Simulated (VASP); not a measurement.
# Mg (P6_3/mmc) in VASP: single point with r2SCAN

Aim: the single point of Mg with r2SCAN.

Program: VASP 6.6.1. These are calculated values, not measurements. Logs are shortened: lines on timing, memory, paths and dates and some standing lists are left out, and cuts for length are marked.

### 1 The cell of the first run

The structure is hexagonal, space group P6_3/mmc (No. 194). The conventional cell has a = 3.179 Å, b = 3.179 Å, c = 5.157 Å, α = 90.00°, β = 90.00°, γ = 120.00°. Within 4.2 Å of Mg (site symmetry -6m2) lie 12 Mg at 3.17 to 3.18 Å.

### 2 Single point, r2SCAN

The input, POSCAR:

```
Mg
1.0
    3.1792639030      0.0000000000      0.0000000000
   -1.5896319515      2.7533233053      0.0000000000
    0.0000000000      0.0000000000      5.1568895092
Mg
2
Direct
    0.3333333333      0.6666666667      0.2500000000
    0.6666666667      0.3333333333      0.7500000000
```

The input, INCAR.step1:

```
SYSTEM = Mg
PREC = Accurate
ENCUT = 520
ISMEAR = -1
SIGMA = 0.1
LREAL = .False.
LASPH = .True.
NELM = 80
NBANDS = 9
GGA = PE
ALGO = Normal
EDIFF = 1E-4
LWAVE = .True.
LCHARG = .False.
```

The input, INCAR.step2:

```
SYSTEM = Mg
PREC = Accurate
ENCUT = 520
EDIFF = 1E-6
ISMEAR = -1
SIGMA = 0.1
LREAL = .False.
LASPH = .True.
NELM = 80
ALGO = Normal
ISIF = 2
LWAVE = .False.
LCHARG = .True.
METAGGA = R2SCAN
LMIXTAU = .True.
LELF = .True.
LVHAR = .True.
NBANDS = 9
ISTART = 1
```

The input, KPOINTS:

```
regular mesh
0
Gamma
  19 19 10
  0 0 0
```

Potentials or basis: VASP PAW PBE potentials, release 64 (Mg).

Launch:

```sh
> cat potpaw_PBE.64/Mg/POTCAR > POTCAR
> cp INCAR.step1 INCAR
> mpirun -np 1 vasp_std > vasp.out
> cp INCAR.step2 INCAR
> mpirun -np 1 vasp_std > vasp.out
```

OUTCAR:

```text
SYSTEM = Mg
   PREC = Accurate
   ENCUT = 520
   EDIFF = 1E-6
   ISMEAR = -1
   LREAL = .False.
   LASPH = .True.
   NELM = 80
   ISIF = 2
   METAGGA = R2SCAN
   ISTART = 1

 ion  position               nearest neighbor table
   1  0.333  0.667  0.250-   2 3.17   2 3.17   2 3.17   2 3.17   2 3.17   2 3.17
   2  0.667  0.333  0.750-   1 3.17   1 3.17   1 3.17   1 3.17   1 3.17   1 3.17

  LATTYP: Found a hexagonal cell.
 ALAT       =     3.1792639030
 C/A-ratio  =     1.6220388324

  Lattice vectors:

 A1 = (   3.1792639030,   0.0000000000,   0.0000000000)
 A2 = (  -1.5896319515,   2.7533233053,   0.0000000000)
 A3 = (   0.0000000000,   0.0000000000,   5.1568895092)

Analysis of symmetry for initial positions (statically):
=====================================================================
 Subroutine PRICEL returns:
 Original cell was already a primitive cell.

 Routine SETGRP: Setting up the symmetry group for a
 hexagonal supercell.

 Subroutine GETGRP returns: Found 24 space group operations
 (whereof 12 operations were pure point group operations)
 out of a pool of 24 trial point group operations.

The static configuration has the point symmetry D_3d.
 The point group associated with its full space group is D_6h.

Analysis of symmetry for dynamics (positions and initial velocities):
=====================================================================
 Subroutine PRICEL returns:
 Original cell was already a primitive cell.

 Routine SETGRP: Setting up the symmetry group for a
 hexagonal supercell.

 Subroutine GETGRP returns: Found 24 space group operations
 (whereof 12 operations were pure point group operations)
 out of a pool of 24 trial point group operations.

The dynamic configuration has the point symmetry D_3d.
 The point group associated with its full space group is D_6h.

 Subroutine INISYM returns: Found 24 space group operations
 (whereof 12 operations are pure point group operations),
 and found     1 'primitive' translations

----------------------------------------------------------------------------------------

                                     Primitive cell

  volume of cell :      45.1410

  direct lattice vectors                    reciprocal lattice vectors
     3.179263903  0.000000000  0.000000000     0.314538217  0.181598724  0.000000000
    -1.589631951  2.753323305  0.000000000     0.000000000  0.363197449  0.000000000
     0.000000000  0.000000000  5.156889509     0.000000000  0.000000000  0.193915343

  length of vectors
     3.179263903  3.179263903  5.156889509     0.363197449  0.363197449  0.193915343

  position of ions in fractional coordinates (direct lattice)
     0.333333333  0.666666667  0.250000000
     0.666666667  0.333333333  0.750000000

  ion indices of the primitive-cell ions
   primitive index   ion index
                 1           1
                 2           2

----------------------------------------------------------------------------------------

 KPOINTS: regular mesh

Automatic generation of k-mesh.
 Grid dimensions read from file:
 generate k-points for:   19   19   10

 Generating k-lattice:

  Cartesian coordinates                     Fractional coordinates (reciprocal lattice)
     0.016554643  0.009557828  0.000000000     0.052631579  0.000000000  0.000000000
     0.000000000  0.019115655  0.000000000     0.000000000  0.052631579  0.000000000
     0.000000000  0.000000000  0.019391534     0.000000000  0.000000000  0.100000000

  Length of vectors
     0.019115655  0.019115655  0.019391534

  Shift w.r.t. Gamma in fractional coordinates (k-lattice)
     0.000000000  0.000000000  0.000000000

 Subroutine IBZKPT returns following result:
 ===========================================

 Found    240 irreducible k-points:

 Following reciprocal coordinates:
            Coordinates               Weight
  0.000000  0.000000  0.000000      1.000000
  0.052632 -0.000000  0.000000      6.000000
  0.105263 -0.000000  0.000000      6.000000
  0.157895 -0.000000  0.000000      6.000000
  0.210526 -0.000000  0.000000      6.000000
  0.263158 -0.000000  0.000000      6.000000
[... 16 lines left out ...]
  0.263158  0.105263  0.000000     12.000000
  0.315789  0.105263  0.000000     12.000000
 [... further k-points ...]
   k-points           NKPTS =    240   k-points in BZ     NKDIM =    240   number of bands    NBANDS=      9
   number of dos      NEDOS =    301   number of ions     NIONS =      2
   total plane-waves  NPLWV =  23040
   dimension x,y,z NGX =    24 NGY =   24 NGZ =   40
   dimension x,y,z NGXF=    48 NGYF=   48 NGZF=   80
   ions per type =               2
   NGX,Y,Z   is equivalent  to a cutoff of  12.55, 12.55, 12.90 a.u.
   NGXF,Y,Z  is equivalent  to a cutoff of  25.10, 25.10, 25.79 a.u.
 SYSTEM =  Mg
   PREC   = accura    normal or accurate (medium, high low for compatibility)
   ISTART =      1    job   : 0-new  1-cont  2-samecut
   ICHARG =      0    charge: 1-file 2-atom 10-const
   ISPIN  =      1    spin polarized calculation?
   LNONCOLLINEAR =      F non collinear calculations
   LSORBIT =      F    spin-orbit coupling
   LASPH  =      T    aspherical Exc in radial PAW
   ENCUT  =  520.0 eV  38.22 Ry    6.18 a.u.   5.91  5.91  9.59*2*pi/ulx,y,z
   NELM   =     80;   NELMIN=  2; NELMDL=  0     # of ELM steps
   EDIFF  = 0.1E-05   stopping-criterion for ELM
   LREAL  =      F    real-space projection
   EDIFFG = 0.1E-04   stopping-criterion for IOM
   NSW    =      0    number of steps for IOM
   IBRION =     -1    ionic relax: 0-MD 1-quasi-New 2-CG
   NFREE  =      0    steps in history (QN), initial steepest desc. (CG)
   ISIF   =      2    stress and relaxation
   ISYM   =      2    0-nonsym 1-usesym 2-fastsym
   POTIM  = 0.5000    time-step for ionic-motion
   TEBEG  =    0.0;   TEEND  =   0.0 temperature during run
   PSTRESS=    0.0 pullay stress
   NELECT =       4.0000    total number of electrons
   NUPDOWN=      -1.0000    fix difference up-down
   EMIN   =  10.00;   EMAX   =-10.00  energy-range for DOS
   EFERMI =   0.00;   METHOD = LEGACY
   ISMEAR =    -1;   SIGMA  =   0.10  broadening in eV -4-tet -1-fermi 0-gaus
   EFERMI_NEDOS =   21; number of points for ismear=-14 and -15
   IALGO  =     38    algorithm
   IMIX   =      4    mixing-type and parameters
     AMIX     =   0.40;   BMIX     =  1.00
     AMIX_MAG =   1.60;   BMIX_MAG =  1.00
  volume/ion in A,a.u.               =      22.57       152.31
  Fermi-wavevector in a.u.,A,eV,Ry     =   0.729857  1.379229  7.247699  0.532691
  Thomas-Fermi vector in A             =   1.821683
   LORBIT       =      0    0 simple, 1 ext, 2 COOP (PROOUT), +10 PAW based schemes
   METAGGA = R2SCAN    functional components
   LHFCALC =     F    Hartree Fock is set to
   AEXX    =    0.0000 exact exchange contribution
   IVDW    =     0    specifies the selected vdW correction
   LEPSILON=     F    determine dielectric tensor
   LRPA    =     F    only Hartree local field effects (RPA)
 non-spin polarized calculation
  energy-cutoff  :      520.00
  volume of cell :       45.14
 maximum number of plane-waves:      1233
 NGX is ok and might be reduce to    24
   NGX = 11   NGY = 11   NGZ = 19

 number of electron       4.0000000 magnetization

 Free energy of the ion-electron system (eV)
  ---------------------------------------------------
  ext. energy  EPLUGINS =         0.00000000
  ---------------------------------------------------
  free energy    TOTEN  =        -8.30617261 eV

  energy without entropy =       -8.27960501  energy(sigma->0) =       -8.29288881

 E-fermi :   2.7360     XC(G=0):  -9.0944

 val. band max:        2.7263671606   @ k =   0.3158   0.1053   0.1000
 cond. band min:       2.7396321675   @ k =   0.3158   0.2105   0.1000
 fundamental gap:      0.0132650069
 Fermi energy:         2.7359528727

 k-point     1 :       0.0000    0.0000    0.0000
  band No.  band energies     occupation
      1      -4.7293      2.00000
      2       0.8056      2.00000
      3       1.5491      1.99999
      4      14.5283      0.00000
      5      14.5284      0.00000
      6      14.7202      0.00000
      7      14.7202      0.00000
      8      15.4445      0.00000
      9      17.3515      0.00000

 k-point     2 :       0.0526   -0.0000    0.0000
  band No.  band energies     occupation
      1      -4.6706      2.00000
      2       0.8597      2.00000
      3       1.6050      1.99998
      4      13.1122      0.00000
      5      13.7451      0.00000
      6      14.5456      0.00000
      7      15.5793      0.00000
      8      16.1423      0.00000
      9      17.9984      0.00000

 k-point     3 :       0.1053   -0.0000    0.0000
  band No.  band energies     occupation
      1      -4.4947      2.00000
      2       1.0222      2.00000
      3       1.7716      1.99987
      4      11.3731      0.00000
      5      12.9647      0.00000
      6      13.7762      0.00000
      7      16.4068      0.00000
      8      16.4413      0.00000
      9      16.5384      0.00000

 k-point     4 :       0.1579   -0.0000    0.0000
  band No.  band energies     occupation
      1      -4.2021      2.00000
      2       1.2932      2.00000
      3       2.0455      1.99800
      4       9.6642      0.00000
      5      12.2788      0.00000
      6      12.9132      0.00000
      7      14.7048      0.00000
      8      15.8076      0.00000
      9      17.1456      0.00000

 k-point     5 :       0.2105   -0.0000    0.0000
  band No.  band energies     occupation
      1      -3.7940      2.00000
      2       1.6727      1.99995
      3       2.4188      1.91949
      4       8.0375      0.00000
      5      11.6904      0.00000
      6      12.0189      0.00000
      7      13.0542      0.00000
      8      14.7881      0.00000
      9      16.4882      0.00000

 k-point     6 :       0.2632   -0.0000    0.0000
  band No.  band energies     occupation
      1      -3.2719      2.00000
      2       2.1611      1.99364
      3       2.8696      0.41621
      4       6.5263      0.00000
      5      11.0847      0.00000
      6      11.2002      0.00000
      7      11.4885      0.00000
      8      13.8403      0.00000
      9      15.9338      0.00000
[... 169 lines left out ...]
 k-point    21 :       0.1579    0.1053    0.0000
  band No.  band energies     occupation
      1      -3.6197      2.00000
      2       1.8355      1.99975
      3       2.5765      1.66248
      4       8.1330      0.00000
      5       9.2483      0.00000
      6      13.1429      0.00000
      7      13.7443      0.00000
      8      14.3929      0.00000
      9      15.1142      0.00000

 k-point    22 :       0.2105    0.1053    0.0000
  band No.  band energies     occupation
      1      -3.0985      2.00000
      2       2.3240      1.96801
      3       3.0210      0.10931
      4       6.6500      0.00000
      5       8.6620      0.00000
      6      11.6274      0.00000
      7      12.5300      0.00000
      8      13.7883      0.00000
      9      14.7552      0.00000

 k-point    23 :       0.2632    0.1053    0.0000
  band No.  band energies     occupation
      1      -2.4654      2.00000
      2       2.9216      0.27027
      3       3.4443      0.00168
      4       5.3597      0.00000
      5       8.1746      0.00000
      6      10.1751      0.00000
      7      11.3521      0.00000
      8      13.3279      0.00000
      9      14.4223      0.00000

 k-point    24 :       0.3158    0.1053    0.0000
  band No.  band energies     occupation
      1      -1.7230      2.00000
      2       3.2497      0.01168
      3       3.6282      0.00027
      4       4.8638      0.00000
      5       7.7479      0.00000
      6       8.8184      0.00000
      7      10.2849      0.00000
      8      12.9877      0.00000
      9      14.1587      0.00000

 [... further k-points ...]
[... 5 lines left out ...]
  --------------------------------------------------------------------------------------
  -------------------------------------------------------------------------------------
  Total       -0.0499541     -0.0499541     -0.0855073      0.0000000     -0.0000000      0.0000000
  in kB       -1.7730066     -1.7730066     -3.0348859      0.0000000     -0.0000000      0.0000000
  external PRESSURE =      -2.1936330 kB  Pullay stress =       0.0000000 kB

 VOLUME and BASIS-vectors are now :
 -----------------------------------------------------------------------------
  energy-cutoff  :      520.00
  volume of cell :       45.14
      direct lattice vectors                 reciprocal lattice vectors
     3.179263903  0.000000000  0.000000000     0.314538217  0.181598724  0.000000000
    -1.589631951  2.753323305  0.000000000     0.000000000  0.363197449  0.000000000
     0.000000000  0.000000000  5.156889509     0.000000000  0.000000000  0.193915343

 POSITION                                       TOTAL-FORCE (eV/Angst)
 -----------------------------------------------------------------------------------
     -0.00000      1.83555      1.28922        -0.000000      0.000000      0.000000
      1.58963      0.91777      3.86767         0.000000      0.000000      0.000000
 -----------------------------------------------------------------------------------
    total drift:                               -0.000000      0.000000     -0.000000

  FREE ENERGIE OF THE ION-ELECTRON SYSTEM (eV)
  ---------------------------------------------------
  free  energy   TOTEN  =        -8.3061726054 eV

  energy  without entropy=       -8.2796050074  energy(sigma->0) =       -8.29288881
```

It took 2.6 min on 1 thread of Intel Xeon Platinum 8488C (Sapphire Rapids), shared host; peak memory 0.23 GiB.

What came out:

- Free energy: -8.3062 eV
- Pressure: -0.2 GPa
- Band gap on the k mesh: zero (bands 2 and 3 overlap by 2.16 eV)

Caveat: the PAW data sets were made with another functional, which shifts forces and pressure a little.
